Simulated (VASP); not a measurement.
Input of a VASP 6.6.1 run:

Contents of INCAR:

```
PREC     = Accurate       # precision mode
ENCUT    = 520            # plane-wave cutoff, eV
EDIFF    = 1E-8           # SCF threshold, eV
ISMEAR   = 0              # smearing method
SIGMA    = 0.01           # smearing width, eV
LREAL    = F              # projectors in reciprocal space
LASPH    = T              # aspherical terms in the spheres
NELM     = 80             # most SCF steps
ALGO     = Normal         # electronic algorithm
ISIF     = 2              # what is computed and relaxed
LWAVE    = F              # write WAVECAR
LCHARG   = F              # write CHGCAR
LEFG     = T            
NBANDS   = 32             # bands
```

File KPOINTS:

```
Automatic mesh
0
Gamma
  6 6 6
```

The input POSCAR:

```
Bi2Te3
1.0
    2.1930000000      1.2661290000     10.1656670000
   -2.1930000000      1.2661290000     10.1656670000
    0.0000000000     -2.5322580000     10.1656670000
Bi Te
2 3
Direct
    0.4000000000      0.4000000000      0.4000000000
    0.6000000000      0.6000000000      0.6000000000
    0.0000000000      0.0000000000      0.0000000000
    0.2095000000      0.2095000000      0.2095000000
    0.7905000000      0.7905000000      0.7905000000
```

Potentials or basis: VASP PAW LDA potentials, release 64 (Bi_d, Te).

Launch:

```bash
$ cat potpaw_LDA.64/Bi_d/POTCAR potpaw_LDA.64/Te/POTCAR > POTCAR
$ mpirun -np 1 vasp_std > vasp.out
```

Task: What does it give for the largest force?

Result: 0.150 eV/Å.

Task: What does it give for the pressure?

Result: -1.7 GPa.

Stress tensor (GPa, compression positive):
```
-1.52  0.00  0.00
 0.00 -1.52  0.00
 0.00  0.00 -1.95
```

Caveat: without QUAD_EFG the Cq values of the log hold for a quadrupole moment of 1 mb, not for the nuclei.
